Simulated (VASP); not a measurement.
## TaN: electric field gradients with PBE

The system is TaN.

```
Ta N
1.0
     0.00000    2.13490    2.13490
     2.13490    0.00000    2.13490
     2.13490    2.13490    0.00000
Ta N
1 1
Cartesian
  2.1349 2.1349 2.1349
  0.0000 0.0000 0.0000
```

This cell differs from its parent crystal: volume scaled by 0.9405.

```yaml
Program: VASP 6.6.1
Task: electric field gradients
Functional: PBE
Potentials_or_basis: VASP PAW PBE potentials, release 64 (Ta_pv, N)
Cutoff: 520 eV
k_mesh: 9 × 9 × 9
Occupations: fermi-dirac, width 0.02 eV
Spin: no spin polarisation
Dipole_correction: no
Further_INCAR_settings: ALGO = Normal; EDIFF = 1e-08; NBANDS = 15
```

| Item | Value |
| --- | --- |
| Pressure | 43.2 GPa |
| Band gap on the k mesh | zero (band 8 reaches 12.35 eV, above the bottom of band 9 at 8.21 eV) |

Levels at points of the mesh, in eV from the Fermi level:
| k point | band 4 | band 5 | band 6 | band 7 | band 8 | band 9 | band 10 | band 11 | band 12 | band 13 |
| --- | --- | --- | --- | --- | --- | --- | --- | --- | --- | --- |
| (0.00, 0.00, 0.00) | -19.50 | -3.98 | -3.98 | -3.98 | -2.26 | -2.26 | -2.26 | 0.19 | 0.19 | 2.43 |

Wall time 21 s on 1 thread of Intel Xeon 8259CL, with other jobs on the host, peak memory 0.11 GiB.

Caveat: without QUAD_EFG the Cq values of the log hold for a quadrupole moment of 1 mb, not for the nuclei; spin-orbit coupling is left out, which moves the levels of the heavy elements.
